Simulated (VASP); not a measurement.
Wanted: the native input for a VASP 6.6.1 run.

| Quantity | Value |
| --- | --- |
| Task | single point |
| Functional | LDA |
| Potentials or basis | VASP PAW LDA potentials, release 64 (Sn_d, O) |
| Cutoff | 520 eV |
| k mesh | 3 × 2 × 3, shifted |
| Occupations | gaussian, width 0.01 eV |
| Spin | no spin polarisation |
| Dipole correction | no |
| Further INCAR settings | ALGO = Normal; EDIFF = 1e-06; NBANDS = 28 |

The structure of SnO lies in POSCAR:

```
SnO
1.0
    3.2775696298      0.0000000000      0.0000000000
    0.0000000000      5.6233191226      0.0000000000
    0.0000000000      0.0000000000      3.6668058090
Sn O
2 2
Direct
    0.0000000000      0.2393682841      0.5385847834
    0.5000000000      0.7606317159      0.0385847834
    0.0000000000      0.8785652791      0.7114162166
    0.5000000000      0.1214347209      0.2114162166
```

The input as run:

INCAR

```
SYSTEM = SnO
PREC     = Accurate       ! precision mode
ENCUT    = 520            ! plane-wave cutoff, eV
EDIFF    = 1E-6           ! SCF threshold, eV
ISMEAR   = 0              ! smearing method
SIGMA    = 0.01           ! smearing width, eV
LREAL    = .FALSE.        ! projectors in reciprocal space
LASPH    = .TRUE.         ! aspherical terms in the spheres
NELM     = 60             ! most SCF steps
ALGO     = Normal         ! electronic algorithm
ISIF     = 2              ! what is computed and relaxed
LWAVE    = .FALSE.        ! write WAVECAR
LCHARG   = .FALSE.        ! write CHGCAR
NBANDS   = 28             ! bands
```

KPOINTS

```
Automatic mesh
0
Gamma
  3 2 3
  0.5 0.5 0.5
```

Potentials or basis: VASP PAW LDA potentials, release 64 (Sn_d, O).

Command:

```bash
$ cat potpaw_LDA.64/Sn_d/POTCAR potpaw_LDA.64/O/POTCAR > POTCAR
$ mpirun -np 1 vasp_std > vasp.out
```

It gave:

```
Pressure               : 0.4 GPa
Largest force          : 0.117 eV/Å
Band gap on the k mesh : 2.57 eV, indirect (least direct gap 3.17 eV)
```

Caveat: the k points lie up to 0.64 Å⁻¹ apart; spin-orbit coupling is left out, which moves the levels of the heavy elements.

Wall time 8.9 s on 1 thread of AMD EPYC 7R43 64-Core Processor (Zen 3) (shared host), peak memory 0.11 GiB.
